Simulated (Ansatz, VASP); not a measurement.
**MgZn5N4: VASP beside Ansatz**

File INCAR:

```
SYSTEM = MgZn5N4
  ALGO = Normal
  EDIFF = 1E-8
  ENCUT = 520
  GGA = PE
  ISIF = 2
  ISMEAR = -1
  KPAR = 4
  LASPH = .TRUE.
  LCHARG = .FALSE.
  LEFG = .TRUE.
  LREAL = Auto
  LWAVE = .FALSE.
  NBANDS = 98
  NELM = 60
  PREC = Accurate
  SIGMA = 0.05
```

File KPOINTS:

```
k-points
0
G
  5 5 7
  0 0 0
```

File POSCAR:

```
MgZn5N4
1.0
    6.6520440000      0.0000000000      0.0000000000
    0.0000000000      7.3722380000      0.0000000000
    0.0000000000      0.0000000000      4.9647730000
Mg Zn N
2 10 8
Direct
    0.0000000000      0.5000000000      0.2754260000
    0.5000000000      0.0000000000      0.7245740000
    0.2499200000      0.3168470000      0.7479800000
    0.2499200000      0.6831530000      0.7479800000
    0.7500800000      0.3168470000      0.7479800000
    0.7500800000      0.6831530000      0.7479800000
    0.2500800000      0.1831530000      0.2520200000
    0.2500800000      0.8168470000      0.2520200000
    0.7499200000      0.1831530000      0.2520200000
    0.7499200000      0.8168470000      0.2520200000
    0.5000000000      0.5000000000      0.2634950000
    0.0000000000      0.0000000000      0.7365050000
    0.7511870000      0.5000000000      0.0377000000
    0.2488130000      0.5000000000      0.0377000000
    0.7488130000      0.0000000000      0.9623000000
    0.2511870000      0.0000000000      0.9623000000
    0.5000000000      0.2492900000      0.5013860000
    0.5000000000      0.7507100000      0.5013860000
    0.0000000000      0.2507100000      0.4986140000
    0.0000000000      0.7492900000      0.4986140000
```

Input for Ansatz:

```yaml
crystal:
  lattice:
    - [6.652044, 0.0, 0.0]
    - [0.0, 7.372238, 0.0]
    - [0.0, 0.0, 4.964773]
  atoms:
    - { symbol: Mg, position: [0.0, 0.5, 0.275426] }
    - { symbol: Mg, position: [0.5, 0.0, 0.724574] }
    - { symbol: Zn, position: [0.24992, 0.316847, 0.74798] }
    - { symbol: Zn, position: [0.24992, 0.683153, 0.74798] }
    - { symbol: Zn, position: [0.75008, 0.316847, 0.74798] }
    - { symbol: Zn, position: [0.75008, 0.683153, 0.74798] }
    - { symbol: Zn, position: [0.25008, 0.183153, 0.25202] }
    - { symbol: Zn, position: [0.25008, 0.816847, 0.25202] }
    - { symbol: Zn, position: [0.74992, 0.183153, 0.25202] }
    - { symbol: Zn, position: [0.74992, 0.816847, 0.25202] }
    - { symbol: Zn, position: [0.5, 0.5, 0.263495] }
    - { symbol: Zn, position: [0.0, 0.0, 0.736505] }
    - { symbol: "N", position: [0.751187, 0.5, 0.0377] }
    - { symbol: "N", position: [0.248813, 0.5, 0.0377] }
    - { symbol: "N", position: [0.748813, 0.0, 0.9623] }
    - { symbol: "N", position: [0.251187, 0.0, 0.9623] }
    - { symbol: "N", position: [0.5, 0.24929, 0.501386] }
    - { symbol: "N", position: [0.5, 0.75071, 0.501386] }
    - { symbol: "N", position: [0.0, 0.25071, 0.498614] }
    - { symbol: "N", position: [0.0, 0.74929, 0.498614] }
kpoints:
  mp_grid: { grid: [5, 5, 7] }
scf:
  occupations: { method: fermi_dirac, width: 0.05 }
hamiltonian:
  xc: pbe
  pseudopotentials: { kind: paw }
output:
  forces: true
  stress: true
  populations: true
  efg:
    quadrupole_moments_barn: { Mg: 0.1994, Zn: 0.122, "N": 0.02044 }
    contact_densities: true
```

Alike in both runs: task electric field gradients; functional PBE; k mesh 5 × 5 × 7; occupations fermi-dirac, width 0.05 eV; no spin polarisation.

|  | VASP | Ansatz |
| --- | --- | --- |
| version | VASP 6.6.1 | Ansatz 0.2.0 |
| potentials or method | VASP PAW PBE potentials, release 64 (Mg, Zn, N) | plane-wave PAW, scalar-relativistic |
| plane-wave cutoff (eV) | 520 | 420 |
| valence electrons in the cell | 164 | 180 |

Ansatz gave:

- pressure (GPa): -0.4
- rms of the force components (eV/Å): 0.028
- size of Vzz on the site where it differs most (V/Å²): 105.8

Which values does VASP return?

Pressure (GPa): 0.1; rms of the force components (eV/Å): 0.007; size of Vzz on the site where it differs most (V/Å²): 100.9.

Atom by atom the forces differ by 0.023 eV/Å (rms over components). The functional is the same, so the differences come from potentials, cutoffs and numerics. VASP's potentials hold 164 valence electrons a cell and Ansatz's 180, so a difference there can come from the potentials and not from the codes.
